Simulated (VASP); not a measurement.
Write the native input for VASP 6.6.1 that does the following.

```
Task                   : single point
Functional             : PBE
Potentials or basis    : VASP PAW PBE potentials, release 64 (Ti_sv, N)
Cutoff                 : 520 eV
k mesh                 : 16 × 16 × 16
Occupations            : tetrahedron
Spin                   : no spin polarisation
Dipole correction      : no
Further INCAR settings : ALGO = Normal; EDIFF = 1e-07; NBANDS = 16
```

The structure of TiN (rocksalt type) lies in POSCAR:

```
TiN
1.0
    0.0000000000      2.1019899127      2.1019899127
    2.1019899127      0.0000000000      2.1019899127
    2.1019899127      2.1019899127      0.0000000000
Ti N
1 1
Direct
    0.0000000000      0.0000000000      0.0000000000
    0.5000000000      0.5000000000      0.5000000000
```

One way to write it, as run:

INCAR

```
SYSTEM = TiN
PREC = Accurate
ENCUT = 520
EDIFF = 1E-7
ISMEAR = -5
SIGMA = 0.1
LREAL = .FALSE.
LASPH = .TRUE.
NELM = 80
ALGO = Normal
ISIF = 2
LWAVE = .FALSE.
LCHARG = .FALSE.
GGA = PE
NBANDS = 16
```

KPOINTS

```
Automatic mesh
0
G
  16 16 16
  0 0 0
```

Potentials or basis: VASP PAW PBE potentials, release 64 (Ti_sv, N).

The run is started by

```bash
$ cat potpaw_PBE.64/Ti_sv/POTCAR potpaw_PBE.64/N/POTCAR > POTCAR
$ mpirun -np 1 vasp_std > vasp.out
```

Results of the run:

| Property | Result |
| --- | --- |
| Pressure | 9.4 GPa |

Caveat: tetrahedron occupations give inexact forces and stress in metals.

Run time: 18 s on 1 thread of Intel(R) Xeon(R) 6975P-C (Granite Rapids), on a shared host, peak memory 0.17 GiB.
